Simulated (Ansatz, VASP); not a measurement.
**Two plane-wave programs on MgO**

File INCAR:

```
SYSTEM = MgO
  ALGO = Normal
  DIPOL = 0.5 0.5 0.500
  EDIFF = 1E-7
  EDIFFG = -0.01
  ENCUT = 520
  GGA = PE
  IBRION = 2
  IDIPOL = 3
  ISIF = 2
  ISMEAR = -1
  LASPH = .TRUE.
  LCHARG = .FALSE.
  LDIPOL = .TRUE.
  LREAL = .FALSE.
  LWAVE = .FALSE.
  NELM = 60
  NSW = 60
  PREC = Accurate
  SIGMA = 0.02
```

Contents of KPOINTS:

```
k-points
0
G
  10 10 1
  0 0 0
```

The input POSCAR:

```
MgO
1.0
    3.0079491112      0.0000000000      0.0000000000
    0.0000000000      3.0079491112      0.0000000000
    0.0000000000      0.0000000000     20.2539000000
Mg O
3 3
Direct
    0.2500000000      0.2500000000      0.3949860909
    0.7500000000      0.7500000000      0.5000000000
    0.2500000000      0.2500000000      0.6050139091
    0.7500000000      0.7500000000      0.3949860909
    0.2500000000      0.2500000000      0.5000000000
    0.7500000000      0.7500000000      0.6050139091
```

Input for Ansatz:

```yaml
crystal:
  lattice:
    - [3.0079491112, 0.0, 0.0]
    - [0.0, 3.0079491112, 0.0]
    - [0.0, 0.0, 20.2539]
  atoms:
    - { symbol: Mg, position: [0.25, 0.25, 0.3949860909] }
    - { symbol: O, position: [0.75, 0.75, 0.3949860909] }
    - { symbol: Mg, position: [0.75, 0.75, 0.5] }
    - { symbol: O, position: [0.25, 0.25, 0.5] }
    - { symbol: Mg, position: [0.25, 0.25, 0.6050139091] }
    - { symbol: O, position: [0.75, 0.75, 0.6050139091] }
kpoints:
  mp_grid: { grid: [10, 10, 1] }
scf:
  occupations: { method: fermi_dirac, width: 0.02 }
hamiltonian:
  xc: pbe
  pseudopotentials: { kind: paw }
output:
  forces: true
  stress: true
  eigenvalues: true
  write_density: true
  write_potential: true
  elf: true
  volumetric_format: npy
relax:
  f_tol: 0.01
  max_steps: 40
efield:
  axis: 3
  amplitude: 0
  dipole_correction: true
```

Alike in both runs: task relaxation of the atoms; functional PBE; k mesh 10 × 10 × 1; occupations fermi-dirac, width 0.02 eV; no spin polarisation.

|  | VASP | Ansatz |
| --- | --- | --- |
| version | VASP 6.6.1 | Ansatz 0.2.0 |
| potentials or method | VASP PAW PBE potentials, release 64 (Mg, O) | PAW with Ansatz's default frozen-core files, scalar-relativistic |
| plane-wave cutoff (eV) | 520 | 420 |
| valence electrons in the cell | 24 | 48 |

|  | VASP | Ansatz | Ansatz less VASP |
| --- | --- | --- | --- |
| gap on the k mesh at the Fermi level, each at its own relaxed structure (eV) | 3.42 | 3.43 | +0.008 |

VASP's potentials hold 24 valence electrons a cell and Ansatz's 48, so a difference there can come from the potentials and not from the codes. Ansatz's warnings: stress scf threshold loose, xc potential rough in thin density.
